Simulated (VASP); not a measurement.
# Te5P (F-43m) in VASP: single point with PBE

Aim: the single point of Te5P with PBE.

All numbers are computed with VASP 6.6.1; they aren't measurements. Logs are shortened: lines on timing, memory, paths and dates and some standing lists are left out, and cuts for length are marked.

## Step 1: The cell of the first run

The structure is cubic, space group F-43m (No. 216). Conventional cell: a = 9.119 Å, b = 9.119 Å, c = 9.119 Å, α = 90.00°, β = 90.00°, γ = 90.00°. Te (site symmetry -43m) has 12 Te at 3.78 Å and 4 P at 3.95 Å within 5.0 Å. Within 4.2 Å of Te (site symmetry 3m) lie 9 Te at 3.20 to 3.78 Å and 3 P at 3.78 Å. P (site symmetry -43m) has 16 Te at 3.78 to 3.95 Å within 5.0 Å.

## Step 2: Single point, PBE

Contents of INCAR:

```
SYSTEM = Te5P
ALGO = Normal ; EDIFF = 1E-7
ENCUT = 520 ; GGA = PE
ISIF = 2 ; ISMEAR = 0
LASPH = .TRUE. ; LCHARG = .FALSE.
LREAL = .FALSE. ; LWAVE = .FALSE.
NBANDS = 26 ; NELM = 100
PREC = Accurate ; SIGMA = 0.1
```

Contents of KPOINTS:

```
k-points
0
G
  4 4 4
  0 0 0
```

Contents of POSCAR:

```
Te5P
1.0
    0.0000000000      4.5594640000      4.5594640000
    4.5594640000      0.0000000000      4.5594640000
    4.5594640000      4.5594640000      0.0000000000
Te P
5 1
Direct
    0.7500000000      0.7500000000      0.7500000000
    0.3758891600      0.3758891600      0.8723325100
    0.3758891600      0.8723325100      0.3758891600
    0.3758891600      0.3758891600      0.3758891600
    0.8723325100      0.3758891600      0.3758891600
    0.0000000000      0.0000000000      0.0000000000
```

Potentials or basis: VASP PAW PBE potentials, release 64 (Te, P).

Launch:

```sh
> cat potpaw_PBE.64/Te/POTCAR potpaw_PBE.64/P/POTCAR > POTCAR
> mpirun -np 1 vasp_std > vasp.out
```

OUTCAR:

```text
SYSTEM = Te5P
   EDIFF = 1E-7
   ENCUT = 520
   GGA = PE
   ISIF = 2
   ISMEAR = 0
   LASPH = .TRUE.
   LREAL = .FALSE.
   NELM = 100
   PREC = Accurate

 ion  position               nearest neighbor table
   1  0.750  0.750  0.750-
   2  0.376  0.376  0.872-   3 3.20   4 3.20   5 3.20   4 3.25   3 3.25   5 3.25
   3  0.376  0.872  0.376-   2 3.20   4 3.20   5 3.20   2 3.25   4 3.25   5 3.25
   4  0.376  0.376  0.376-   2 3.20   3 3.20   5 3.20   2 3.25   3 3.25   5 3.25
   5  0.872  0.376  0.376-   2 3.20   3 3.20   4 3.20   4 3.25   2 3.25   3 3.25
   6  0.000  0.000  0.000-

  LATTYP: Found a face centered cubic cell.
 ALAT       =     9.1189280000

  Lattice vectors:

 A1 = (   0.0000000000,   4.5594640000,   4.5594640000)
 A2 = (   4.5594640000,   0.0000000000,   4.5594640000)
 A3 = (   4.5594640000,   4.5594640000,   0.0000000000)

Analysis of symmetry for initial positions (statically):
=====================================================================
 Subroutine PRICEL returns:
 Original cell was already a primitive cell.

 Routine SETGRP: Setting up the symmetry group for a
 face centered cubic supercell.

 Subroutine GETGRP returns: Found 24 space group operations
 (whereof 24 operations were pure point group operations)
 out of a pool of 48 trial point group operations.

The static configuration has the point symmetry T_d .

Analysis of symmetry for dynamics (positions and initial velocities):
=====================================================================
 Subroutine PRICEL returns:
 Original cell was already a primitive cell.

 Routine SETGRP: Setting up the symmetry group for a
 face centered cubic supercell.

 Subroutine GETGRP returns: Found 24 space group operations
 (whereof 24 operations were pure point group operations)
 out of a pool of 48 trial point group operations.

The dynamic configuration has the point symmetry T_d .

 Subroutine INISYM returns: Found 24 space group operations
 (whereof 24 operations are pure point group operations),
 and found     1 'primitive' translations

----------------------------------------------------------------------------------------

                                     Primitive cell

  volume of cell :     189.5708

  direct lattice vectors                    reciprocal lattice vectors
     0.000000000  4.559464000  4.559464000    -0.109662013  0.109662013  0.109662013
     4.559464000  0.000000000  4.559464000     0.109662013 -0.109662013  0.109662013
     4.559464000  4.559464000  0.000000000     0.109662013  0.109662013 -0.109662013

  length of vectors
     6.448055826  6.448055826  6.448055826     0.189940178  0.189940178  0.189940178

  position of ions in fractional coordinates (direct lattice)
     0.750000000  0.750000000  0.750000000
     0.375889160  0.375889160  0.872332510
     0.375889160  0.872332510  0.375889160
     0.375889160  0.375889160  0.375889160
     0.872332510  0.375889160  0.375889160
     0.000000000  0.000000000  0.000000000

  ion indices of the primitive-cell ions
   primitive index   ion index
                 1           1
                 2           2
                 3           3
                 4           4
                 5           5
                 6           6

----------------------------------------------------------------------------------------

 KPOINTS: k-points

Automatic generation of k-mesh.
 Grid dimensions read from file:
 generate k-points for:    4    4    4

 Generating k-lattice:

  Cartesian coordinates                     Fractional coordinates (reciprocal lattice)
    -0.027415503  0.027415503  0.027415503     0.250000000  0.000000000  0.000000000
     0.027415503 -0.027415503  0.027415503     0.000000000  0.250000000  0.000000000
     0.027415503  0.027415503 -0.027415503     0.000000000  0.000000000  0.250000000

  Length of vectors
     0.047485045  0.047485045  0.047485045

  Shift w.r.t. Gamma in fractional coordinates (k-lattice)
     0.000000000  0.000000000  0.000000000

 Subroutine IBZKPT returns following result:
 ===========================================

 Found      8 irreducible k-points:

 Following reciprocal coordinates:
            Coordinates               Weight
  0.000000  0.000000  0.000000      1.000000
  0.250000  0.000000  0.000000      8.000000
  0.500000  0.000000  0.000000      4.000000
  0.250000  0.250000  0.000000      6.000000
  0.500000  0.250000  0.000000     24.000000
 -0.250000  0.250000  0.000000     12.000000
  0.500000  0.500000  0.000000      3.000000
 -0.250000  0.500000  0.250000      6.000000
   k-points           NKPTS =      8   k-points in BZ     NKDIM =      8   number of bands    NBANDS=     26
   number of dos      NEDOS =    301   number of ions     NIONS =      6
   total plane-waves  NPLWV = 110592
   dimension x,y,z NGX =    48 NGY =   48 NGZ =   48
   dimension x,y,z NGXF=    96 NGYF=   96 NGZF=   96
   ions per type =               5   1
   NGX,Y,Z   is equivalent  to a cutoff of  12.38, 12.38, 12.38 a.u.
   NGXF,Y,Z  is equivalent  to a cutoff of  24.75, 24.75, 24.75 a.u.
 SYSTEM =  Te5P
   PREC   = accura    normal or accurate (medium, high low for compatibility)
   ISTART =      0    job   : 0-new  1-cont  2-samecut
   ICHARG =      2    charge: 1-file 2-atom 10-const
   ISPIN  =      1    spin polarized calculation?
   LNONCOLLINEAR =      F non collinear calculations
   LSORBIT =      F    spin-orbit coupling
   LASPH  =      T    aspherical Exc in radial PAW
   ENCUT  =  520.0 eV  38.22 Ry    6.18 a.u.  11.99 11.99 11.99*2*pi/ulx,y,z
   NELM   =    100;   NELMIN=  2; NELMDL= -5     # of ELM steps
   EDIFF  = 0.1E-06   stopping-criterion for ELM
   LREAL  =      F    real-space projection
   EDIFFG = 0.1E-05   stopping-criterion for IOM
   NSW    =      0    number of steps for IOM
   IBRION =     -1    ionic relax: 0-MD 1-quasi-New 2-CG
   NFREE  =      0    steps in history (QN), initial steepest desc. (CG)
   ISIF   =      2    stress and relaxation
   ISYM   =      2    0-nonsym 1-usesym 2-fastsym
   POTIM  = 0.5000    time-step for ionic-motion
   TEBEG  =    0.0;   TEEND  =   0.0 temperature during run
   PSTRESS=    0.0 pullay stress
   NELECT =      35.0000    total number of electrons
   NUPDOWN=      -1.0000    fix difference up-down
   EMIN   =  10.00;   EMAX   =-10.00  energy-range for DOS
   EFERMI =   0.00;   METHOD = LEGACY
   ISMEAR =     0;   SIGMA  =   0.10  broadening in eV -4-tet -1-fermi 0-gaus
   EFERMI_NEDOS =   21; number of points for ismear=-14 and -15
   IALGO  =     38    algorithm
   IMIX   =      4    mixing-type and parameters
     AMIX     =   0.40;   BMIX     =  1.00
     AMIX_MAG =   1.60;   BMIX_MAG =  1.00
  volume/ion in A,a.u.               =      31.60       213.21
  Fermi-wavevector in a.u.,A,eV,Ry     =   0.932196  1.761594 11.823309  0.868989
  Thomas-Fermi vector in A             =   2.058768
   LORBIT       =      0    0 simple, 1 ext, 2 COOP (PROOUT), +10 PAW based schemes
   GGA     = PE    functional components
   LHFCALC =     F    Hartree Fock is set to
   AEXX    =    0.0000 exact exchange contribution
   IVDW    =     0    specifies the selected vdW correction
   LEPSILON=     F    determine dielectric tensor
   LRPA    =     F    only Hartree local field effects (RPA)
 non-spin polarized calculation
 Gauss-broadening in eV      SIGMA  =   0.10
  energy-cutoff  :      520.00
  volume of cell :      189.57
 maximum number of plane-waves:      5124
   NGX = 23   NGY = 23   NGZ = 23

 number of electron      35.0000001 magnetization

 Free energy of the ion-electron system (eV)
  ---------------------------------------------------
  ext. energy  EPLUGINS =         0.00000000
  ---------------------------------------------------
  free energy    TOTEN  =       -15.56343396 eV

  energy without entropy =      -15.50548994  energy(sigma->0) =      -15.53446195

 E-fermi :   5.6774     XC(G=0):  -9.3533

 val. band max:        5.6719420982   @ k =  -0.2500   0.2500   0.0000
 cond. band min:       5.6775962406   @ k =   0.5000   0.2500   0.0000
 fundamental gap:      0.0056541424
 Fermi energy:         5.6773741749

 k-point     1 :       0.0000    0.0000    0.0000
  band No.  band energies     occupation
      1      -7.8549      2.00000
      2      -4.6387      2.00000
      3      -4.6387      2.00000
      4      -4.6387      2.00000
      5      -4.2646      2.00000
      6      -3.0537      2.00000
[... 18 lines left out ...]
     25      10.0349      0.00000
     26      11.8142      0.00000

 k-point     2 :       0.2500    0.0000    0.0000
  band No.  band energies     occupation
      1      -7.6241      2.00000
      2      -5.3462      2.00000
      3      -4.6777      2.00000
      4      -4.6777      2.00000
      5      -4.3006      2.00000
      6      -3.0957      2.00000
[... 18 lines left out ...]
     25      10.8877      0.00000
     26      11.9097      0.00000

 k-point     3 :       0.5000    0.0000    0.0000
  band No.  band energies     occupation
      1      -7.2421      2.00000
      2      -6.0829      2.00000
      3      -4.7151      2.00000
      4      -4.7151      2.00000
      5      -4.3227      2.00000
      6      -3.1617      2.00000
[... 18 lines left out ...]
     25      10.3456      0.00000
     26      11.6425      0.00000

 k-point     4 :       0.2500    0.2500    0.0000
  band No.  band energies     occupation
      1      -7.5375      2.00000
      2      -5.4409      2.00000
      3      -4.7319      2.00000
      4      -4.7319      2.00000
      5      -4.3803      2.00000
      6      -3.1563      2.00000
[... 18 lines left out ...]
     25      11.3280      0.00000
     26      11.3734      0.00000

 k-point     5 :       0.5000    0.2500    0.0000
  band No.  band energies     occupation
      1      -7.0963      2.00000
      2      -6.1485      2.00000
      3      -4.9988      2.00000
      4      -4.7683      2.00000
      5      -4.2644      2.00000
      6      -3.2096      2.00000
[... 18 lines left out ...]
     25      11.0856      0.00000
     26      11.5291      0.00000

 k-point     6 :      -0.2500    0.2500    0.0000
  band No.  band energies     occupation
      1      -7.2784      2.00000
      2      -5.8956      2.00000
      3      -5.0202      2.00000
      4      -4.7159      2.00000
      5      -4.2030      2.00000
      6      -3.1634      2.00000
[... 18 lines left out ...]
     25      10.9528      0.00000
     26      11.7341      0.00000

 k-point     7 :       0.5000    0.5000    0.0000
  band No.  band energies     occupation
      1      -6.7262      2.00000
      2      -6.5751      2.00000
      3      -4.8190      2.00000
      4      -4.8190      2.00000
      5      -4.4971      2.00000
      6      -3.3170      2.00000
[... 18 lines left out ...]
     25      12.0017      0.00000
     26      12.0762      0.00000

 k-point     8 :      -0.2500    0.5000    0.2500
  band No.  band energies     occupation
      1      -6.7168      2.00000
      2      -6.5474      2.00000
      3      -5.0918      2.00000
      4      -4.8826      2.00000
      5      -4.2008      2.00000
      6      -3.2160      2.00000
[... 18 lines left out ...]
     25      11.5041      0.00000
     26      11.7157      0.00000

------------------------ aborting loop because EDIFF is reached ----------------------------------------

  FORCE on cell =-STRESS in cart. coord.  units (eV):
  Direction    XX          YY          ZZ          XY          YZ          ZX
  --------------------------------------------------------------------------------------
  -------------------------------------------------------------------------------------
  Total       -4.0007142     -4.0007142     -4.0007142      0.0000000      0.0000000      0.0000000
  in kB      -33.8124582    -33.8124582    -33.8124582      0.0000000      0.0000000      0.0000000
  external PRESSURE =     -33.8124582 kB  Pullay stress =       0.0000000 kB

 VOLUME and BASIS-vectors are now :
 -----------------------------------------------------------------------------
  energy-cutoff  :      520.00
  volume of cell :      189.57
      direct lattice vectors                 reciprocal lattice vectors
     0.000000000  4.559464000  4.559464000    -0.109662013  0.109662013  0.109662013
     4.559464000  0.000000000  4.559464000     0.109662013 -0.109662013  0.109662013
     4.559464000  4.559464000  0.000000000     0.109662013  0.109662013 -0.109662013

 POSITION                                       TOTAL-FORCE (eV/Angst)
 -----------------------------------------------------------------------------------
      6.83920      6.83920      6.83920        -0.000000     -0.000000      0.000000
      5.69122      5.69122      3.42771        -0.002563     -0.002563      0.002563
      5.69122      3.42771      5.69122        -0.002563      0.002563     -0.002563
      3.42771      3.42771      3.42771         0.002563      0.002563      0.002563
      3.42771      5.69122      5.69122         0.002563     -0.002563     -0.002563
      0.00000      0.00000      0.00000        -0.000000     -0.000000      0.000000
 -----------------------------------------------------------------------------------
    total drift:                                0.000029      0.000029      0.000029

  FREE ENERGIE OF THE ION-ELECTRON SYSTEM (eV)
  ---------------------------------------------------
  free  energy   TOTEN  =       -15.5634339634 eV

  energy  without entropy=      -15.5054899367  energy(sigma->0) =      -15.53446195
```

It took 33 s on 1 thread of Intel Xeon 6975P-C (Granite Rapids), shared host; peak memory 0.31 GiB.

What came out:

| Property | Result |
| --- | --- |
| Free energy | -15.5634 eV |
| Pressure | -3.4 GPa |
| Largest force | 0.004 eV/Å |

Forces on the atoms (eV/Å):
```
Te   0.000  0.000  0.000
Te  -0.003 -0.003  0.003
Te  -0.003  0.003 -0.003
Te   0.003  0.003  0.003
Te   0.003 -0.003 -0.003
P    0.000  0.000  0.000
```

Caveat: spin-orbit coupling is left out, which moves the levels of the heavy elements.
